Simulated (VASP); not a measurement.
Write the native input for VASP 6.6.1 that does the following.

```yaml
Task: single point
Functional: PBEsol
Potentials_or_basis: VASP PAW PBE potentials, release 64 (Al)
Cutoff: 520 eV
k_mesh: 18 × 18 × 18
Occupations: gaussian, width 0.1 eV
Spin: no spin polarisation
Dipole_correction: no
Further_INCAR_settings: ALGO = Normal; EDIFF = 1e-07; NBANDS = 8
```

The structure of Al lies in POSCAR:

```
Al
1.0
    0.0000000000      2.0077938129      2.0077938129
    2.0077938129      0.0000000000      2.0077938129
    2.0077938129      2.0077938129      0.0000000000
Al
1
Direct
    0.0000000000      0.0000000000      0.0000000000
```

These files were run (other wordings do the same):

INCAR

```
PREC     = Accurate       # precision mode
ENCUT    = 520            # plane-wave cutoff, eV
EDIFF    = 1E-7           # SCF threshold, eV
ISMEAR   = 0              # smearing method
SIGMA    = 0.1            # smearing width, eV
LREAL    = False          # projectors in reciprocal space
LASPH    = True           # aspherical terms in the spheres
NELM     = 60             # most SCF steps
ALGO     = Normal         # electronic algorithm
ISIF     = 2              # what is computed and relaxed
LWAVE    = False          # write WAVECAR
LCHARG   = False          # write CHGCAR
GGA      = PS             # functional
NBANDS   = 8              # bands
```

KPOINTS

```
regular mesh
0
Gamma
  18 18 18
```

Potentials or basis: VASP PAW PBE potentials, release 64 (Al).

Run with:

```console
$ cat potpaw_PBE.64/Al/POTCAR > POTCAR
$ mpirun -np 1 vasp_std > vasp.out
```

Results of the run:

* Pressure: 0.0 GPa

Caveat: the PAW data sets were made with another functional, which shifts forces and pressure a little.

Run time: 8 s on 1 thread of Intel(R) Xeon(R) Platinum 8559C (Emerald Rapids) (shared host), peak memory 0.14 GiB.
